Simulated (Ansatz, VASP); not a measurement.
## ReP2: VASP beside Ansatz

```xyz
6
Lattice="-3.4300 3.4300 2.8793 3.4300 -3.4300 2.8793 3.4300 3.4300 -2.8793" Properties=species:S:1:pos:R:3 pbc="T T T"
Re    3.4300    0.0000    0.3288
Re    0.0000    3.4300    0.3288
P     1.6648    0.0000    1.7684
P     5.1953    0.0000    1.7684
P     0.0000    1.6648    1.7684
P     0.0000    5.1953    1.7684
```

Alike in both runs: functional PBE; k mesh 4 × 4 × 4; occupations gaussian, width 0.1 eV; no spin polarisation.

Ansatz relaxed the structure, and its values are those at the end. VASP's run is a single point on that final structure, the one shown.

|  | VASP | Ansatz |
| --- | --- | --- |
| version | VASP 6.6.1 | Ansatz 0.2.0 |
| potentials or method | VASP PAW PBE potentials, release 64 (Re, P), cutoff 520 eV | scalar-relativistic, plane waves, PAW |
| valence electrons in the cell | 34 | 50 |

Ansatz gave:

```
gap on the k mesh at the Fermi level (eV) : none
pressure (GPa)                            : 0.1
rms of the force components (eV/Å)        : 0.004
```

**Question.** Which values does VASP return?

**Answer.** gap on the k mesh at the Fermi level (eV): none; pressure (GPa): 0.4; rms of the force components (eV/Å): 0.066.

A gap of «none» marks a metal or a gap that the smearing closes. The functional is the same, so the differences come from potentials, cutoffs and numerics. VASP's potentials hold 34 valence electrons a cell and Ansatz's 50, so a difference there can come from the potentials and not from the codes.

Spin-orbit coupling is off throughout.
